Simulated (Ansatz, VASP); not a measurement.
## Two plane-wave programs on MgO

POSCAR

```
MgO
1.0
    2.5942299532     -0.0291191753     -0.0291191753
   -0.0291191753      2.5942299532     -0.0291191753
   -0.0291191753     -0.0291191753      2.5942299532
Mg O
1 1
Direct
    0.0000000000      0.0000000000      0.0000000000
    0.5000000000      0.5000000000      0.5000000000
```

Contents of INCAR.step1:

```
PREC = Accurate
ENCUT = 520
EDIFF = 1E-5
ISMEAR = 0
SIGMA = 0.01
LREAL = F
LASPH = T
NELM = 100
ALGO = Normal
ISIF = 2
LWAVE = T
LCHARG = F
NBANDS = 11
GGA = PE
```

The input INCAR.step2:

```
PREC = Accurate
ENCUT = 520
EDIFF = 1E-6
ISMEAR = 0
SIGMA = 0.01
LREAL = F
LASPH = T
NELM = 100
ALGO = Normal
ISIF = 2
LWAVE = F
LCHARG = F
GGA = PE
LHFCALC = T
HFSCREEN = 0.2079
PRECFOCK = Normal
NBANDS = 11
ISTART = 1
```

KPOINTS

```
Automatic mesh
0
Gamma
  6 6 6
```

Input for Ansatz:

```yaml
crystal:
  lattice:
    - [2.5942299532, -0.0291191753, -0.0291191753]
    - [-0.0291191753, 2.5942299532, -0.0291191753]
    - [-0.0291191753, -0.0291191753, 2.5942299532]
  atoms:
    - { symbol: Mg, position: [0.0, 0.0, 0.0] }
    - { symbol: O, position: [0.5, 0.5, 0.5] }
kpoints:
  mp_grid: { grid: [6, 6, 6] }
  band_path:
    path: [[0.0, 0.0, 0.0], [0.0, 0.5, 0.0], [0.5, 0.5, 0.0], [0.5, 0.5, 0.5]]
    npoints: 1
hamiltonian:
  xc: hse06
scf:
  occupations: { method: fixed }
  n_extra_bands: 4
output:
  forces: true
  stress: true
  eigenvalues: true
```

Change from the starting cell: shear_111 strain -3.3%.

Alike in both runs: task single point; functional HSE06; k mesh 6 × 6 × 6; no spin polarisation.

|  | VASP | Ansatz |
| --- | --- | --- |
| version | VASP 6.6.1 | Ansatz 0.2.0 |
| potentials or method | VASP PAW PBE potentials, release 64 (Mg, O) | plane waves, PAW |
| plane-wave cutoff (eV) | 520 | 420 |
| occupations | gaussian, width 0.01 eV | fixed |
| valence electrons in the cell | 8 | 16 |

|  | VASP | Ansatz | Ansatz less VASP |
| --- | --- | --- | --- |
| gap on the k mesh at the Fermi level (eV) | 4.51 | 4.57 | +0.060 |
| pressure (GPa) | 4.7 | 5.1 | +0.39 |
| traceless stress, the component that is largest in VASP (GPa) | -1.12 | -1.14 | -0.016 |

VASP's potentials hold 8 valence electrons a cell and Ansatz's 16, so a difference there can come from the potentials and not from the codes. Ansatz's warnings: stress exchange threshold loose, stress scf threshold loose.
